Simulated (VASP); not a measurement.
Ge:

```xyz
8
Lattice="5.5500 0.0000 0.0000 0.0000 5.5500 0.0000 0.0000 0.0000 5.5500" Properties=species:S:1:pos:R:3 pbc="T T T"
Ge    0.0000    0.0000    0.0000
Ge    0.0000    2.7750    2.7750
Ge    2.7750    0.0000    2.7750
Ge    2.7750    2.7750    0.0000
Ge    1.3875    1.3875    1.3875
Ge    1.3875    4.1625    4.1625
Ge    4.1625    1.3875    4.1625
Ge    4.1625    4.1625    1.3875
```

```yaml
Program: VASP 6.6.1
Task: relaxation of volume and atoms at fixed shape
Functional: PBEsol
Potentials_or_basis: VASP PAW PBE potentials, release 64 (Ge_d)
Cutoff: 600 eV
k_mesh: 6 × 6 × 6
Occupations: gaussian, width 0.02 eV
Spin: no spin polarisation
```

At the start: pressure 5.2 GPa; volume 21.37 Å³/atom.

Where does the relaxation end?

Over 3 steps the energy falls by 22.4 meV/atom and the volume is 22.84 Å³/atom (+6.9 %); space group Fd-3m (No. 227, to 0.05 Å).

The path:
```tsv
step	energy change (eV)	largest force (eV/Å)	pressure (GPa)	volume (Å³)
1	0.0000	0.0000	5.24	170.95
2	-0.1396	0.0000	-2.04	188.84
3	-0.1791	0.0000	0.05	182.69
```

Final structure:
```
Ge
1.0
     5.67419    0.00000    0.00000
     0.00000    5.67419    0.00000
     0.00000    0.00000    5.67419
Ge
8
Cartesian
  0.0000 0.0000 0.0000
  0.0000 2.8371 2.8371
  2.8371 0.0000 2.8371
  2.8371 2.8371 0.0000
  1.4185 1.4185 1.4185
  1.4185 4.2556 4.2556
  4.2556 1.4185 4.2556
  4.2556 4.2556 1.4185
```

Caveat: the PAW data sets were made with another functional, which shifts forces and pressure a little.
